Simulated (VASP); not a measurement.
Sn3Se: single point with PBE

Sn3Se:

```
Sn Se
1.0
     0.00000    3.72795    3.72795
     3.72795    0.00000    3.72795
     3.72795    3.72795    0.00000
Sn Se
3 1
Direct
  0.25000 0.25000 0.25000
  0.75000 0.75000 0.75000
  0.49553 0.49553 0.50447
  0.00000 0.00000 0.00000
```

This cell differs from its parent crystal: atom 3 (Sn) moved -0.033 Å along Cartesian [0 0 1].

- Program: VASP 6.6.1
- Task: single point
- Functional: PBE
- Potentials or basis: VASP PAW PBE potentials, release 64 (Sn_d, Se)
- Cutoff: 520 eV
- k mesh: 12 × 12 × 12
- Occupations: gaussian, width 0.15 eV
- Spin: no spin polarisation

The pressure is 0.1 GPa. The largest force is 0.084 eV/Å and the band gap on the k mesh is zero (bands 24 and 25 overlap by 2.15 eV).

Forces on the atoms (eV/Å):
```
Sn   0.000  0.000 -0.022
Sn   0.000  0.000 -0.022
Sn   0.000  0.000  0.084
Se   0.000  0.000 -0.040
```

Levels at points of the mesh, in eV from the Fermi level:
```csv
k point,band 20,band 21,band 22,band 23,band 24,band 25,band 26,band 27,band 28,band 29
"(0.00, 0.00, 0.00)",-2.86,-2.86,-2.83,-1.29,-1.29,-1.28,-0.54,-0.54,-0.54,4.11
"(0.50, 0.00, 0.00)",-3.36,-3.36,-2.15,-2.14,-0.85,0.39,2.12,2.13,3.54,3.54
"(0.50, 0.50, 0.00)",-4.81,-4.81,-0.32,0.47,0.47,1.02,2.78,2.78,3.28,4.15
"(0.00, 0.50, 0.50)",-4.81,-4.81,-0.32,0.47,0.47,1.02,2.77,2.78,3.29,4.15
```

Wall time 3 min on 1 thread of Intel(R) Xeon(R) 6975P-C (Granite Rapids), with other jobs on the host, peak memory 0.56 GiB.

Caveat: the cell differs from its parent crystal (atom 3 (Sn) moved -0.033 Å along Cartesian [0 0 1]); spin-orbit coupling is left out, which moves the levels of the heavy elements.
